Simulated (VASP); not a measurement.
# Cu12H in VASP: further runs

The runs below take Cu12H through single point, with PBE+D3(BJ).

Program: VASP 6.6.1. These are calculated values, not measurements. Logs are shortened: lines on timing, memory, paths and dates and some standing lists are left out, and cuts for length are marked.

### 1 The cell of the first run

The cell holds a slab with vacuum, 13 atoms: a = 5.038 Å, b = 5.038 Å, c = 20.662 Å, α = 90.00°, β = 90.00°, γ = 90.00°.

### 2 Single point, PBE+D3(BJ)

Input file INCAR:

```
SYSTEM = Cu12H
PREC = Accurate
ENCUT = 520
EDIFF = 1E-6
ISMEAR = 0
SIGMA = 0.1
LREAL = .False.
LASPH = .True.
NELM = 100
ALGO = Normal
ISIF = 2
LWAVE = .False.
LCHARG = .False.
LDIPOL = .True.
IDIPOL = 3
DIPOL = 0.5 0.5 0.298
GGA = PE
IVDW = 12
NBANDS = 78
```

Input file KPOINTS:

```
regular mesh
0
Gamma
  5 5 1
  0 0 0
```

Input file POSCAR:

```
Cu12H
1.0
    5.0378287988      0.0000000000      0.0000000000
    0.0000000000      5.0378287988      0.0000000000
    0.0000000000      0.0000000000     20.6622829064
Cu H
12 1
Direct
    0.2500000000      0.2500000000      0.1935894508
    0.2500000000      0.7500000000      0.1935894508
    0.7500000000      0.2500000000      0.1935894508
    0.7500000000      0.7500000000      0.1935894508
    0.0000000000      0.0000000000      0.2797919997
    0.0000000000      0.5000000000      0.2797919997
    0.5000000000      0.0000000000      0.2797919997
    0.5000000000      0.5000000000      0.2797919997
    0.2500000000      0.2500000000      0.3659945486
    0.2500000000      0.7500000000      0.3659945486
    0.7500000000      0.2500000000      0.3659945486
    0.7500000000      0.7500000000      0.3659945486
    0.2500000000      0.2500000000      0.5160263730
```

Potentials or basis: VASP PAW PBE potentials, release 64 (Cu, H).

Run with:

```bash
$ cat potpaw_PBE.64/Cu/POTCAR potpaw_PBE.64/H/POTCAR > POTCAR
$ mpirun -np 1 vasp_std > vasp.out
```

OUTCAR:

```text
SYSTEM = Cu12H
   PREC = Accurate
   ENCUT = 520
   EDIFF = 1E-6
   ISMEAR = 0
   LREAL = .False.
   LASPH = .True.
   NELM = 100
   ISIF = 2
   GGA = PE
   IVDW = 12
 IVDW          = 12

 ion  position               nearest neighbor table
   1  0.250  0.250  0.194-   5 2.52   6 2.52   7 2.52   8 2.52   2 2.52   3 2.52   2 2.52   3 2.52

   2  0.250  0.750  0.194-   5 2.52   6 2.52   7 2.52   8 2.52   1 2.52   4 2.52   1 2.52   4 2.52

   3  0.750  0.250  0.194-   5 2.52   6 2.52   7 2.52   8 2.52   1 2.52   4 2.52   4 2.52   1 2.52
[... 15 lines left out ...]
  11  0.750  0.250  0.366-   5 2.52   6 2.52   7 2.52   8 2.52   9 2.52  12 2.52  12 2.52   9 2.52

  12  0.750  0.750  0.366-   5 2.52   6 2.52   7 2.52   8 2.52  10 2.52  11 2.52  11 2.52  10 2.52

  13  0.250  0.250  0.516-

  LATTYP: Found a simple tetragonal cell.
 ALAT       =     5.0378287988
 C/A-ratio  =     4.1014261762

  Lattice vectors:

 A1 = (   5.0378287988,   0.0000000000,   0.0000000000)
 A2 = (   0.0000000000,   5.0378287988,   0.0000000000)
 A3 = (   0.0000000000,   0.0000000000,  20.6622829064)

Analysis of symmetry for initial positions (statically):
=====================================================================
 Subroutine PRICEL returns:
 Original cell was already a primitive cell.

 Routine SETGRP: Setting up the symmetry group for a
 simple tetragonal supercell.

 Subroutine GETGRP returns: Found  8 space group operations
 (whereof  2 operations were pure point group operations)
 out of a pool of 16 trial point group operations.

The static configuration has the point symmetry C_1h.
 The point group associated with its full space group is C_4v.

Analysis of symmetry for dynamics (positions and initial velocities):
=====================================================================
 Subroutine PRICEL returns:
 Original cell was already a primitive cell.

 Routine SETGRP: Setting up the symmetry group for a
 simple tetragonal supercell.

 Subroutine GETGRP returns: Found  8 space group operations
 (whereof  2 operations were pure point group operations)
 out of a pool of 16 trial point group operations.

The dynamic configuration has the point symmetry C_1h.
 The point group associated with its full space group is C_4v.

 Subroutine INISYM returns: Found  8 space group operations
 (whereof  2 operations are pure point group operations),
 and found     1 'primitive' translations

----------------------------------------------------------------------------------------

                                     Primitive cell

[... 116 lines left out ...]
  Thomas-Fermi vector in A             =   2.170646
   LORBIT       =      0    0 simple, 1 ext, 2 COOP (PROOUT), +10 PAW based schemes
   GGA     = PE    functional components
   LHFCALC =     F    Hartree Fock is set to
   AEXX    =    0.0000 exact exchange contribution
   IVDW    =    12    specifies the selected vdW correction
   LEPSILON=     F    determine dielectric tensor
   LRPA    =     F    only Hartree local field effects (RPA)
 non-spin polarized calculation
 Gauss-broadening in eV      SIGMA  =   0.10
  energy-cutoff  :      520.00
  volume of cell :      524.40
 maximum number of plane-waves:     14177
 NGX is ok and might be reduce to    40
   NGX = 19   NGY = 19   NGZ = 77

 dipolmoment           0.000000      0.000000     -0.148652 electrons x Angstroem

 number of electron     132.9999976 magnetization

 dipolmoment           0.000000      0.000000      0.242463 electrons x Angstroem

 Free energy of the ion-electron system (eV)
  ---------------------------------------------------
  ext. energy  EPLUGINS =         0.00000000
  ---------------------------------------------------
  free energy    TOTEN  =       -40.80678533 eV

  energy without entropy =      -40.78143601  energy(sigma->0) =      -40.79411067

 E-fermi :  -1.7522     XC(G=0):  -4.5890

 val. band max:       -1.7577789038   @ k =   0.4000   0.4000   0.0000
 cond. band min:      -1.7327852833   @ k =   0.0000   0.0000   0.0000
 fundamental gap:      0.0249936205
 Fermi energy:        -1.7521558416

 k-point     1 :       0.0000    0.0000    0.0000
  band No.  band energies     occupation
      1     -10.3582      2.00000
      2      -7.7840      2.00000
      3      -6.7540      2.00000
      4      -6.7540      2.00000
      5      -6.5904      2.00000
      6      -6.5113      2.00000
[... 475 lines left out ...]
     77       4.4057      0.00000
     78       4.4369      0.00000

------------------------ aborting loop because EDIFF is reached ----------------------------------------

 vacuum level on the upper side and lower side of the slab       (xc-potential included)         0.686        -0.993

 Edisp (eV)   -4.43249

 E8    (eV) :    -1.9950

  FORCE on cell =-STRESS in cart. coord.  units (eV):
  Direction    XX          YY          ZZ          XY          YZ          ZX
  --------------------------------------------------------------------------------------
  -------------------------------------------------------------------------------------
  Total      -4.98174    -4.98174    -2.35899     0.00000     0.00000    -0.00000
  in kB     -15.22043   -15.22043    -7.20729     0.00000     0.00000    -0.00000
  external pressure =      -12.55 kB  Pullay stress =        0.00 kB

 VOLUME and BASIS-vectors are now :
 -----------------------------------------------------------------------------
  energy-cutoff  :      520.00
  volume of cell :      524.40
      direct lattice vectors                 reciprocal lattice vectors
     5.037828799  0.000000000  0.000000000     0.198498210  0.000000000  0.000000000
     0.000000000  5.037828799  0.000000000     0.000000000  0.198498210  0.000000000
     0.000000000  0.000000000 20.662282906     0.000000000  0.000000000  0.048397363

 POSITION                                       TOTAL-FORCE (eV/Angst)
 -----------------------------------------------------------------------------------
      1.25946      1.25946      4.00000         0.000000      0.000000     -0.032322
      1.25946      3.77837      4.00000         0.000000      0.000000     -0.039859
      3.77837      1.25946      4.00000         0.000000      0.000000     -0.039859
      3.77837      3.77837      4.00000         0.000000      0.000000     -0.046923
      0.00000      0.00000      5.78114         0.015335      0.015335      0.000625
      0.00000      2.51891      5.78114         0.015335     -0.015335      0.000625
      2.51891      0.00000      5.78114        -0.015335      0.015335      0.000625
      2.51891      2.51891      5.78114        -0.015335     -0.015335      0.000625
      1.25946      1.25946      7.56228         0.000000      0.000000      0.647633
      1.25946      3.77837      7.56228         0.000000      0.000000      0.183969
      3.77837      1.25946      7.56228         0.000000     -0.000000      0.183969
      3.77837      3.77837      7.56228         0.000000      0.000000      0.045154
      1.25946      1.25946     10.66228         0.000000      0.000000     -0.904259
 -----------------------------------------------------------------------------------
    total drift:                               -0.000000      0.000000     -0.001005

  FREE ENERGIE OF THE ION-ELECTRON SYSTEM (eV)
  ---------------------------------------------------
  free  energy   TOTEN  =       -45.2392744021 eV

  energy  without entropy=      -45.2139250813  energy(sigma->0) =      -45.22659974

 vacuum level on the upper side and lower side of the slab         4.385         2.668
```

stdout:

```text
POSCAR found type information on POSCAR CuH
 POSCAR found :  2 types and      13 ions
 scaLAPACK will be used
 LDA part: xc-table for (Slater+PW92), standard interpolation
 POSCAR, INCAR and KPOINTS ok, starting setup
 FFT: planning ... GRIDC
 FFT: planning ... GRID_SOFT
 FFT: planning ... GRID
 WAVECAR not read
 entering main loop
```

It took 8 min on 1 thread of Intel Xeon 6975P-C (Granite Rapids), shared host; peak memory 0.62 GiB.

What came out:

```
Free energy                : -45.2393 eV
Largest force              : 0.904 eV/Å
Band gap on the k mesh     : zero (an odd number of electrons rules out a gap without spin polarisation)
Dispersion energy per atom : -0.341 eV
```

Forces in eV/Å, atoms in the order of the input:
```
Cu   0.000  0.000 -0.032
Cu   0.000  0.000 -0.040
Cu   0.000  0.000 -0.040
Cu   0.000  0.000 -0.047
Cu   0.015  0.015  0.001
Cu   0.015 -0.015  0.001
Cu  -0.015  0.015  0.001
Cu  -0.015 -0.015  0.001
Cu   0.000  0.000  0.648
Cu   0.000  0.000  0.184
Cu   0.000  0.000  0.184
Cu   0.000  0.000  0.045
H    0.000  0.000 -0.904
```

### 3 Single point, PBE+D3(BJ)

Input file INCAR:

```
SYSTEM = Cu12H
PREC = Accurate
ENCUT = 520
EDIFF = 1E-6
ISMEAR = 0
SIGMA = 0.1
LREAL = .FALSE.
LASPH = .TRUE.
NELM = 80
ALGO = Normal
ISIF = 2
LWAVE = .FALSE.
LCHARG = .FALSE.
LDIPOL = .TRUE.
IDIPOL = 3
DIPOL = 0.5 0.5 0.298
GGA = PE
IVDW = 12
NBANDS = 78
```

Input file KPOINTS:

```
regular mesh
0
G
  5 5 1
  0 0 0
```

Changes to POSCAR since step 2:

```diff
@@ -20,2 +20,2 @@
     0.7500000000      0.7500000000      0.3659945486
-    0.2500000000      0.2500000000      0.5160263730
+    0.5000000000      0.5000000000      0.5160263730
```

Potentials or basis: VASP PAW PBE potentials, release 64 (Cu, H).

Run with:

```bash
$ cat potpaw_PBE.64/Cu/POTCAR potpaw_PBE.64/H/POTCAR > POTCAR
$ mpirun -np 1 vasp_std > vasp.out
```

It took 8.9 min on 1 thread of Intel Xeon 6975P-C (Granite Rapids), shared host; peak memory 0.59 GiB.

The run converged. Its results:

| Item | Value |
| --- | --- |
| Free energy | -45.2095 eV |
| Largest force | 0.822 eV/Å |
| Band gap on the k mesh | zero (an odd number of electrons rules out a gap without spin polarisation) |
| Dispersion energy per atom | -0.341 eV |

Forces on the atoms (eV/Å):
```
Cu   0.023  0.023 -0.038
Cu   0.023 -0.023 -0.038
Cu  -0.023  0.023 -0.038
Cu  -0.023 -0.023 -0.038
Cu   0.000  0.000  0.067
Cu   0.000  0.000 -0.006
Cu   0.000  0.000 -0.006
Cu   0.000  0.000 -0.043
Cu   0.052  0.052  0.241
Cu   0.052 -0.052  0.241
Cu  -0.052  0.052  0.241
Cu  -0.052 -0.052  0.241
H    0.000  0.000 -0.822
```

Levels at points of the mesh, in eV from the Fermi level:
| k point | band 65 | band 66 | band 67 | band 68 | band 69 | band 70 |
| --- | --- | --- | --- | --- | --- | --- |
| (0.00, 0.00, 0.00) | -0.13 | -0.13 | -0.05 | -0.04 | 0.02 | 0.16 |

The gap in the log of VASP goes by the Fermi energy; the results here count the filled bands.